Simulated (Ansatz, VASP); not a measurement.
BaTiO3: VASP beside Ansatz

File POSCAR:

```
BaTiO3
1.0
    2.8368974874      1.6378835280      2.2629687754
   -2.8368974874      1.6378835280      2.2629687754
    0.0000000000     -3.2757670560      2.2629687754
Ba Ti O
1 1 3
Direct
    0.9999656897      0.9999656897      0.9999656897
    0.5077048750      0.5077048750      0.5077048750
    0.4922539385      0.4922539385      0.9865215584
    0.4922539385      0.9865215584      0.4922539385
    0.9865215584      0.4922539385      0.4922539385
```

File INCAR.step1:

```
SYSTEM = BaTiO3
PREC = Accurate
ENCUT = 520
ISMEAR = 0
SIGMA = 0.05
LREAL = .False.
LASPH = .True.
NELM = 150
LMAXMIX = 4
LDAU = .True.
LDAUTYPE = 2
LDAUL = -1 2 -1
LDAUU = 0 4 0
LDAUJ = 0 0 0
NBANDS = 28
GGA = PE
ALGO = Normal
EDIFF = 1E-4
LWAVE = .True.
LCHARG = .False.
```

File INCAR.step2:

```
SYSTEM = BaTiO3
PREC = Accurate
ENCUT = 520
EDIFF = 1E-6
ISMEAR = 0
SIGMA = 0.05
LREAL = .False.
LASPH = .True.
NELM = 150
ALGO = Normal
ISIF = 2
LWAVE = .False.
LCHARG = .True.
LMAXMIX = 4
LDAU = .True.
LDAUTYPE = 2
LDAUL = -1 2 -1
LDAUU = 0 4 0
LDAUJ = 0 0 0
LDAUPRINT = 1
METAGGA = R2SCAN
LMIXTAU = .True.
LELF = .True.
LVHAR = .True.
NBANDS = 28
ISTART = 1
```

File KPOINTS:

```
Automatic mesh
0
Gamma
  6 6 6
  0 0 0
```

Input for Ansatz:

```yaml
crystal:
  lattice:
    - [2.8368974874, 1.637883528, 2.2629687754]
    - [-2.8368974874, 1.637883528, 2.2629687754]
    - [0.0, -3.275767056, 2.2629687754]
  atoms:
    - { symbol: Ba, position: [0.9999656897, 0.9999656897, 0.9999656897] }
    - { symbol: Ti, position: [0.507704875, 0.507704875, 0.507704875] }
    - { symbol: O, position: [0.4922539385, 0.4922539385, 0.9865215584] }
    - { symbol: O, position: [0.4922539385, 0.9865215584, 0.4922539385] }
    - { symbol: O, position: [0.9865215584, 0.4922539385, 0.4922539385] }
basis:
  ecutwfc: 500
kpoints:
  mp_grid: { grid: [6, 6, 6] }
hamiltonian:
  xc: r2scan
  hubbard: { sites: [{ species: Ti, l: d, u_eff: 4.0 }] }
scf:
  occupations: { method: gaussian, width: 0.05 }
output:
  forces: true
  stress: true
  eigenvalues: true
```

Change from the starting cell: strain +0.000 along x and y, -0.025 along z, atoms carried along.

Alike in both runs: task single point; functional r2SCAN; k mesh 6 × 6 × 6; occupations gaussian, width 0.05 eV; no spin polarisation; Hubbard terms Ti d U = 4.0 eV.

|  | VASP | Ansatz |
| --- | --- | --- |
| version | VASP 6.6.1 | Ansatz 0.2.0 |
| potentials or method | VASP PAW PBE potentials, release 64 (Ba_sv, Ti_sv, O), cutoff 520 eV | scalar-relativistic, plane waves, PAW |
| valence electrons in the cell | 40 | 40 |

Ansatz gave:

- gap on the k mesh at the Fermi level (eV): 2.93
- least direct gap on the mesh (eV): 3.15
- pressure (GPa): 4.7
- traceless stress, the component that is largest in VASP (GPa): 4.43
- rms of the force components (eV/Å): 0.077

Question: Estimate VASP's values.

Answer: gap on the k mesh at the Fermi level (eV): 2.91; least direct gap on the mesh (eV): 3.16; pressure (GPa): 8.9; traceless stress, the component that is largest in VASP (GPa): 4.33; rms of the force components (eV/Å): 0.277.

VASP's potentials were made for PBE, not for r2SCAN. The programs project onto different local orbitals, so the same U acts differently, and such runs can settle in different states. Atom by atom the forces differ by 0.200 eV/Å (rms over components).

Neither program's run includes spin-orbit coupling.
